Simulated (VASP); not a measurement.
Set up this calculation in VASP 6.6.1, as the native input.

```yaml
Task: single point
Functional: PBEsol
Potentials_or_basis: VASP PAW PBE potentials, release 64 (Bi_d, Te)
Cutoff: 520 eV
k_mesh: 8 × 8 × 8
Occupations: gaussian, width 0.1 eV
Spin: no spin polarisation
Dipole_correction: no
Further_INCAR_settings: ALGO = Fast; EDIFF = 1e-07; NBANDS = 45
```

The structure of Bi2Te lies in POSCAR:

```
Bi2Te
1.0
   -4.2623650405      4.2623650405      3.1054819193
    4.2623650405     -4.2623650405      3.1054819193
    4.2623650405      4.2623650405     -3.1054819193
Bi Te
4 2
Direct
    0.3750000000      0.6250128616      0.7500128616
    0.8750000000      0.6249871384      0.2499871384
    0.3749871384      0.1250000000      0.7499871384
    0.3750128616      0.6250000000      0.2500128616
    0.0000000000      0.0000000000      0.0000000000
    0.7500000000      0.2500000000      0.5000000000
```

These files were run (other wordings do the same):

INCAR

```
SYSTEM = Bi2Te
  ALGO = Fast
  EDIFF = 1E-7
  ENCUT = 520
  GGA = PS
  ISIF = 2
  ISMEAR = 0
  LASPH = .True.
  LCHARG = .False.
  LREAL = .False.
  LWAVE = .False.
  NBANDS = 45
  NELM = 80
  PREC = Accurate
  SIGMA = 0.1
```

KPOINTS

```
k-points
0
Gamma
  8 8 8
  0 0 0
```

Potentials or basis: VASP PAW PBE potentials, release 64 (Bi_d, Te).

Run with:

```console
$ cat potpaw_PBE.64/Bi_d/POTCAR potpaw_PBE.64/Te/POTCAR > POTCAR
$ mpirun -np 1 vasp_std > vasp.out
```

It gave:

```
Pressure               : -3.6 GPa
Band gap on the k mesh : zero (bands 36 and 37 overlap by 0.22 eV)
```

Caveat: the cell stands under tension; the PAW data sets were made with another functional, which shifts forces and pressure a little; spin-orbit coupling is left out, which moves the levels of the heavy elements.

Run time: 15 min on 1 thread of Intel(R) Xeon(R) Platinum 8488C (Sapphire Rapids) (shared host), peak memory 0.64 GiB.
